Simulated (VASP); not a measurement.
Runs of VASP 6.6.1 on LiBr. The structure is that of space group Fm-3m (No. 225), or close to it. The cells are those of the table. 

| task | level | potentials or basis | cell | cutoff (eV) | gap on the mesh (eV) | pressure (GPa) | relaxed volume (Å³/atom) |
| --- | --- | --- | --- | --- | --- | --- | --- |
| single point | PBE | VASP PAW PBE potentials, release 64 (Li_sv, Br) | a = 3.895 Å, angles 60.0°, 2 atoms | 750 | 4.92 | 0.0 | - |
| single point | PBEsol | VASP PAW PBE potentials, release 64 (Li_sv, Br) | a = 3.827 Å, angles 60.0°, 2 atoms | 750 | (c) | 0.0 | - |
| single point | r2SCAN | VASP PAW PBE potentials, release 64 (Li_sv, Br) | a = 3.874 Å, angles 60.0°, 2 atoms | 830 | 5.93 | (b) | - |
| relaxation of cell and atoms | r2SCAN | VASP PAW PBE potentials, release 64 (Li_sv, Br) | relaxed from a = 3.895 Å, angles 60.0°, 2 atoms | 830 | 5.98 | 0.0 | (a) |
| relaxation of cell and atoms | LDA | VASP PAW LDA potentials, release 64 (Li_sv, Br) | relaxed from a = 3.895 Å, angles 60.0°, 2 atoms | 750 | 5.17 | 0.0 | 18.71 |

Alike in all rows: no spin polarisation; k mesh 8 × 8 × 8; smearing fermi-dirac 0.02 eV.

**Question.** Fill in the values left out.

**Answer.** (a) 20.33; (b) -0.4; (c) 4.98.

Caveats: the PAW data sets were made with another functional, which shifts forces and pressure a little (at least some runs).

A k mesh can miss the band edges, and the runs leave out spin-orbit coupling on Br.
